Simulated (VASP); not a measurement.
# MnO2 (fluorite type) (Fm-3m) in VASP: notebook

Aim: see how the results for MnO2 (fluorite type) move with the level of theory and the settings. Levels: PBE, r2SCAN. Tasks: single point.

Everything below comes from runs of VASP 6.6.1. Logs are shortened: lines on timing, memory, paths and dates and some standing lists are left out, and cuts for length are marked.

## 1. The cell of the first run

Symmetry: Fm-3m, No. 225, cubic system. The conventional cell has a = 4.681 Å, b = 4.681 Å, c = 4.681 Å, α = 90.00°, β = 90.00°, γ = 90.00°. Within 2.7 Å of Mn (site symmetry m-3m) lie 8 O at 2.03 Å. Within 2.7 Å of O (site symmetry -43m) lie 4 Mn at 2.03 Å and 6 O at 2.34 Å.

## 2. Single point, PBE

The input, INCAR:

```
  ALGO = Normal
  EDIFF = 1E-6
  ENCUT = 520
  GGA = PE
  ISIF = 2
  ISMEAR = -1
  LASPH = T
  LCHARG = F
  LREAL = F
  LWAVE = F
  NBANDS = 20
  NELM = 80
  PREC = Accurate
  SIGMA = 0.06122561905347299
```

The input, KPOINTS:

```
k-points
0
Gamma
  14 14 14
```

The input, POSCAR:

```
MnO2
1.0
    0.0000000000      2.3402932454      2.3402932454
    2.3402932454      0.0000000000      2.3402932454
    2.3402932454      2.3402932454      0.0000000000
Mn O
1 2
Direct
    0.0000000000      0.0000000000      0.0000000000
    0.2500000000      0.2500000000      0.2500000000
    0.7500000000      0.7500000000      0.7500000000
```

Potentials or basis: VASP PAW PBE potentials, release 64 (Mn_pv, O).

Launch:

```sh
$ cat potpaw_PBE.64/Mn_pv/POTCAR potpaw_PBE.64/O/POTCAR > POTCAR
$ mpirun -np 1 vasp_std > vasp.out
```

OUTCAR:

```text
EDIFF = 1E-6
   ENCUT = 520
   GGA = PE
   ISIF = 2
   ISMEAR = -1
   LASPH = T
   LREAL = F
   NELM = 80
   PREC = Accurate

 ion  position               nearest neighbor table
   1  0.000  0.000  0.000-   3 2.03   3 2.03   3 2.03   2 2.03   3 2.03   2 2.03   2 2.03   2 2.03

   2  0.250  0.250  0.250-   1 2.03   1 2.03   1 2.03   1 2.03
   3  0.750  0.750  0.750-   1 2.03   1 2.03   1 2.03   1 2.03

  LATTYP: Found a face centered cubic cell.
 ALAT       =     4.6805864908

  Lattice vectors:

 A1 = (   0.0000000000,   2.3402932454,   2.3402932454)
 A2 = (   2.3402932454,   0.0000000000,   2.3402932454)
 A3 = (   2.3402932454,   2.3402932454,   0.0000000000)

Analysis of symmetry for initial positions (statically):
=====================================================================
 Subroutine PRICEL returns:
 Original cell was already a primitive cell.

 Routine SETGRP: Setting up the symmetry group for a
 face centered cubic supercell.

 Subroutine GETGRP returns: Found 48 space group operations
 (whereof 48 operations were pure point group operations)
 out of a pool of 48 trial point group operations.

The static configuration has the point symmetry O_h .

Analysis of symmetry for dynamics (positions and initial velocities):
=====================================================================
 Subroutine PRICEL returns:
 Original cell was already a primitive cell.

 Routine SETGRP: Setting up the symmetry group for a
 face centered cubic supercell.

 Subroutine GETGRP returns: Found 48 space group operations
 (whereof 48 operations were pure point group operations)
 out of a pool of 48 trial point group operations.

The dynamic configuration has the point symmetry O_h .

 Subroutine INISYM returns: Found 48 space group operations
 (whereof 48 operations are pure point group operations),
 and found     1 'primitive' translations

----------------------------------------------------------------------------------------

                                     Primitive cell

  volume of cell :      25.6354

  direct lattice vectors                    reciprocal lattice vectors
     0.000000000  2.340293245  2.340293245    -0.213648440  0.213648440  0.213648440
     2.340293245  0.000000000  2.340293245     0.213648440 -0.213648440  0.213648440
     2.340293245  2.340293245  0.000000000     0.213648440  0.213648440 -0.213648440

  length of vectors
     3.309674448  3.309674448  3.309674448     0.370049952  0.370049952  0.370049952

  position of ions in fractional coordinates (direct lattice)
     0.000000000  0.000000000  0.000000000
     0.250000000  0.250000000  0.250000000
     0.750000000  0.750000000  0.750000000

  ion indices of the primitive-cell ions
   primitive index   ion index
                 1           1
                 2           2
                 3           3

----------------------------------------------------------------------------------------

 KPOINTS: k-points

Automatic generation of k-mesh.
 Grid dimensions read from file:
 generate k-points for:   14   14   14

 Generating k-lattice:

  Cartesian coordinates                     Fractional coordinates (reciprocal lattice)
    -0.015260603  0.015260603  0.015260603     0.071428571  0.000000000  0.000000000
     0.015260603 -0.015260603  0.015260603     0.000000000  0.071428571  0.000000000
     0.015260603  0.015260603 -0.015260603     0.000000000  0.000000000  0.071428571

  Length of vectors
     0.026432139  0.026432139  0.026432139

  Shift w.r.t. Gamma in fractional coordinates (k-lattice)
     0.000000000  0.000000000  0.000000000

 Subroutine IBZKPT returns following result:
 ===========================================

 Found    104 irreducible k-points:

 Following reciprocal coordinates:
            Coordinates               Weight
  0.000000  0.000000  0.000000      1.000000
  0.071429  0.000000  0.000000      8.000000
  0.142857  0.000000  0.000000      8.000000
  0.214286  0.000000  0.000000      8.000000
  0.285714  0.000000  0.000000      8.000000
  0.357143  0.000000  0.000000      8.000000
[... 16 lines left out ...]
  0.214286  0.142857  0.000000     24.000000
  0.285714  0.142857  0.000000     24.000000
 [... further k-points ...]
   k-points           NKPTS =    104   k-points in BZ     NKDIM =    104   number of bands    NBANDS=     20
   number of dos      NEDOS =    301   number of ions     NIONS =      3
   total plane-waves  NPLWV =  21952
   dimension x,y,z NGX =    28 NGY =   28 NGZ =   28
   dimension x,y,z NGXF=    56 NGYF=   56 NGZF=   56
   ions per type =               1   2
   NGX,Y,Z   is equivalent  to a cutoff of  14.06, 14.06, 14.06 a.u.
   NGXF,Y,Z  is equivalent  to a cutoff of  28.13, 28.13, 28.13 a.u.
 SYSTEM =  unknown system
   PREC   = accura    normal or accurate (medium, high low for compatibility)
   ISTART =      0    job   : 0-new  1-cont  2-samecut
   ICHARG =      2    charge: 1-file 2-atom 10-const
   ISPIN  =      1    spin polarized calculation?
   LNONCOLLINEAR =      F non collinear calculations
   LSORBIT =      F    spin-orbit coupling
   LASPH  =      T    aspherical Exc in radial PAW
   ENCUT  =  520.0 eV  38.22 Ry    6.18 a.u.   6.15  6.15  6.15*2*pi/ulx,y,z
   NELM   =     80;   NELMIN=  2; NELMDL= -5     # of ELM steps
   EDIFF  = 0.1E-05   stopping-criterion for ELM
   LREAL  =      F    real-space projection
   EDIFFG = 0.1E-04   stopping-criterion for IOM
   NSW    =      0    number of steps for IOM
   IBRION =     -1    ionic relax: 0-MD 1-quasi-New 2-CG
   NFREE  =      0    steps in history (QN), initial steepest desc. (CG)
   ISIF   =      2    stress and relaxation
   ISYM   =      2    0-nonsym 1-usesym 2-fastsym
   POTIM  = 0.5000    time-step for ionic-motion
   TEBEG  =    0.0;   TEEND  =   0.0 temperature during run
   PSTRESS=    0.0 pullay stress
   NELECT =      25.0000    total number of electrons
   NUPDOWN=      -1.0000    fix difference up-down
   EMIN   =  10.00;   EMAX   =-10.00  energy-range for DOS
   EFERMI =   0.00;   METHOD = LEGACY
   ISMEAR =    -1;   SIGMA  =   0.06  broadening in eV -4-tet -1-fermi 0-gaus
   EFERMI_NEDOS =   21; number of points for ismear=-14 and -15
   IALGO  =     38    algorithm
   IMIX   =      4    mixing-type and parameters
     AMIX     =   0.40;   BMIX     =  1.00
     AMIX_MAG =   1.60;   BMIX_MAG =  1.00
  volume/ion in A,a.u.               =       8.55        57.67
  Fermi-wavevector in a.u.,A,eV,Ry     =   1.623459  3.067892 35.859758  2.635618
  Thomas-Fermi vector in A             =   2.716905
   LORBIT       =      0    0 simple, 1 ext, 2 COOP (PROOUT), +10 PAW based schemes
   GGA     = PE    functional components
   LHFCALC =     F    Hartree Fock is set to
   AEXX    =    0.0000 exact exchange contribution
   IVDW    =     0    specifies the selected vdW correction
   LEPSILON=     F    determine dielectric tensor
   LRPA    =     F    only Hartree local field effects (RPA)
 non-spin polarized calculation
  energy-cutoff  :      520.00
  volume of cell :       25.64
 maximum number of plane-waves:       701
 NGX is ok and might be reduce to    28
   NGX = 13   NGY = 13   NGZ = 13

 number of electron      24.9999994 magnetization

 Free energy of the ion-electron system (eV)
  ---------------------------------------------------
  ext. energy  EPLUGINS =         0.00000000
  ---------------------------------------------------
  free energy    TOTEN  =       -22.10517876 eV

  energy without entropy =      -22.04285125  energy(sigma->0) =      -22.07401501

 E-fermi :   6.5567     XC(G=0): -12.6567

 val. band max:        6.5518811464   @ k =   0.4286   0.3571   0.0714
 cond. band min:       6.5576297602   @ k =  -0.4286   0.2857   0.1429
 fundamental gap:      0.0057486138
 Fermi energy:         6.5567261019

 k-point     1 :       0.0000    0.0000    0.0000
  band No.  band energies     occupation
      1     -41.9755      2.00000
      2     -41.9755      2.00000
      3     -41.9755      2.00000
      4     -14.1387      2.00000
      5      -9.5834      2.00000
      6       0.0848      2.00000
[... 12 lines left out ...]
     19      20.0214      0.00000
     20      20.0214      0.00000

 k-point     2 :       0.0714    0.0000    0.0000
  band No.  band energies     occupation
      1     -41.9780      2.00000
      2     -41.9759      2.00000
      3     -41.9759      2.00000
      4     -14.0799      2.00000
      5      -9.6642      2.00000
      6       0.1285      2.00000
[... 12 lines left out ...]
     19      20.1872      0.00000
     20      20.1872      0.00000

 k-point     3 :       0.1429    0.0000    0.0000
  band No.  band energies     occupation
      1     -41.9848      2.00000
      2     -41.9769      2.00000
      3     -41.9769      2.00000
      4     -13.9072      2.00000
      5      -9.8901      2.00000
      6       0.2549      2.00000
[... 12 lines left out ...]
     19      20.6700      0.00000
     20      20.6700      0.00000

 k-point     4 :       0.2143    0.0000    0.0000
  band No.  band energies     occupation
      1     -41.9945      2.00000
      2     -41.9783      2.00000
      3     -41.9783      2.00000
      4     -13.6339      2.00000
      5     -10.2202      2.00000
      6       0.4483      2.00000
[... 12 lines left out ...]
     19      21.4294      0.00000
     20      21.4294      0.00000

 k-point     5 :       0.2857    0.0000    0.0000
  band No.  band energies     occupation
      1     -42.0054      2.00000
      2     -41.9799      2.00000
      3     -41.9799      2.00000
      4     -13.2806      2.00000
      5     -10.6111      2.00000
      6       0.6812      2.00000
[... 12 lines left out ...]
     19      22.4021      0.00000
     20      22.4021      0.00000
[... 353 lines left out ...]
      6       0.1260      2.00000
[... 12 lines left out ...]
     19      20.3897      0.00000
     20      20.5837      0.00000

 k-point    22 :       0.1429    0.1429    0.0000
  band No.  band energies     occupation
      1     -41.9850      2.00000
      2     -41.9788      2.00000
      3     -41.9788      2.00000
      4     -13.8326      2.00000
      5      -9.9685      2.00000
      6       0.1841      2.00000
[... 12 lines left out ...]
     19      21.1218      0.00000
     20      21.1218      0.00000

 k-point    23 :       0.2143    0.1429    0.0000
  band No.  band energies     occupation
      1     -41.9914      2.00000
      2     -41.9804      2.00000
      3     -41.9802      2.00000
      4     -13.6345      2.00000
      5     -10.1887      2.00000
      6       0.2736      2.00000
[... 12 lines left out ...]
     19      21.6681      0.00000
     20      21.7452      0.00000

 k-point    24 :       0.2857    0.1429    0.0000
  band No.  band energies     occupation
      1     -42.0001      2.00000
      2     -41.9821      2.00000
      3     -41.9819      2.00000
      4     -13.3482      2.00000
      5     -10.4893      2.00000
      6       0.4295      2.00000
[... 12 lines left out ...]
     19      22.2891      0.00000
     20      22.5610      0.00000

 [... further k-points ...]
[... 5 lines left out ...]
  --------------------------------------------------------------------------------------
  -------------------------------------------------------------------------------------
  Total       -1.4522421     -1.4522421     -1.4522421      0.0000000      0.0000000      0.0000000
  in kB      -90.7629881    -90.7629881    -90.7629881      0.0000000      0.0000000      0.0000000
  external PRESSURE =     -90.7629881 kB  Pullay stress =       0.0000000 kB

 VOLUME and BASIS-vectors are now :
 -----------------------------------------------------------------------------
  energy-cutoff  :      520.00
  volume of cell :       25.64
      direct lattice vectors                 reciprocal lattice vectors
     0.000000000  2.340293245  2.340293245    -0.213648440  0.213648440  0.213648440
     2.340293245  0.000000000  2.340293245     0.213648440 -0.213648440  0.213648440
     2.340293245  2.340293245  0.000000000     0.213648440  0.213648440 -0.213648440

 POSITION                                       TOTAL-FORCE (eV/Angst)
 -----------------------------------------------------------------------------------
      0.00000      0.00000      0.00000        -0.000000     -0.000000      0.000000
      1.17015      1.17015      1.17015        -0.000000     -0.000000     -0.000000
      3.51044      3.51044      3.51044         0.000000      0.000000      0.000000
 -----------------------------------------------------------------------------------
    total drift:                               -0.000000     -0.000000      0.000000

  FREE ENERGIE OF THE ION-ELECTRON SYSTEM (eV)
  ---------------------------------------------------
  free  energy   TOTEN  =       -22.1051787630 eV

  energy  without entropy=      -22.0428512504  energy(sigma->0) =      -22.07401501
```

Wall time 50 s (1 thread of Intel Xeon Platinum 8559C (Emerald Rapids), shared host); peak memory 0.18 GiB.

What came out:

| Property | Result |
| --- | --- |
| Free energy | -22.1052 eV |
| Pressure | -9.1 GPa |

Levels at points of the mesh, in eV from the Fermi level:
| k point | band 9 | band 10 | band 11 | band 12 | band 13 | band 14 | band 15 | band 16 | band 17 | band 18 |
| --- | --- | --- | --- | --- | --- | --- | --- | --- | --- | --- |
| (0.00, 0.00, 0.00) | -1.26 | -1.26 | -1.26 | -0.75 | -0.75 | 2.86 | 2.86 | 2.86 | 7.77 | 13.46 |
| (0.50, 0.00, 0.00) | -3.85 | -3.23 | -3.23 | -0.53 | -0.53 | 0.58 | 2.66 | 2.66 | 11.00 | 13.39 |
| (0.50, 0.50, 0.00) | -2.82 | -2.82 | -0.31 | -0.19 | -0.14 | 0.61 | 2.30 | 2.30 | 11.05 | 14.00 |

Caveat: an odd number of electrons without spin polarisation forces a metal; a magnetic or distorted state may lie lower; the run has no spin polarisation, though such a crystal can be magnetic; semilocal functionals often make such compounds metallic where correlation or magnetic order opens a gap, which also shifts bond lengths. With open d or f shells a metallic result of PBE can be an artefact of self-interaction; +U or a hybrid may open a gap.

(Continued in part 2 of 2.)
